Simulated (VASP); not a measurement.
Input of a VASP 6.6.1 run:

The input POSCAR:

```
AlNi
1.0
    1.8805331800     -1.8945944455      0.0000000000
    1.8805331800      1.8945944455      0.0000000000
    0.0000000000      0.0000000000      3.0994300413
Al Ni
1 1
Direct
    0.0000000000      0.0000000000      0.0000000000
    0.5000000000      0.5000000000      0.5000000000
```

The input INCAR.step1:

```
SYSTEM = AlNi
ALGO = Normal ; EDIFF = 1E-4
ENCUT = 520 ; GGA = PE
ISMEAR = 0 ; LASPH = .TRUE.
LCHARG = .FALSE. ; LREAL = .FALSE.
LWAVE = .TRUE. ; NBANDS = 14
NELM = 80 ; PREC = Accurate
SIGMA = 0.15
```

The input INCAR.step2:

```
SYSTEM = AlNi
ALGO = Normal ; EDIFF = 1E-6
ENCUT = 520 ; ISIF = 2
ISMEAR = 0 ; ISTART = 1
LASPH = .TRUE. ; LCHARG = .FALSE.
LMIXTAU = .TRUE. ; LREAL = .FALSE.
LWAVE = .FALSE. ; METAGGA = R2SCAN
NBANDS = 14 ; NELM = 80
PREC = Accurate ; SIGMA = 0.15
```

The input KPOINTS:

```
k-points
0
G
  18 18 16
  0 0 0
```

Potentials or basis: VASP PAW PBE potentials, release 64 (Al, Ni).

Command:

```bash
$ cat potpaw_PBE.64/Al/POTCAR potpaw_PBE.64/Ni/POTCAR > POTCAR
$ cp INCAR.step1 INCAR
$ mpirun -np 1 vasp_std > vasp.out
$ cp INCAR.step2 INCAR
$ mpirun -np 1 vasp_std > vasp.out
```

Task: Predict the band gap on the k mesh.

Result: Zero (an odd number of electrons rules out a gap without spin polarisation).

Task: Predict the pressure.

Result: 13.1 GPa.

Stress tensor (GPa, compression positive):
```
17.25  0.00  0.00
 0.00 15.43  0.00
 0.00  0.00  6.49
```

Caveat: the cell differs from its parent crystal (strain -0.0300 x Voigt [1, 1, 0, 0, 0, 0]); the stress differs along the axes, from 6 to 17 GPa; the PAW data sets were made with another functional, which shifts forces and pressure a little. Spin polarisation is off, so any magnetic state and its effect on volume and gap are missing.
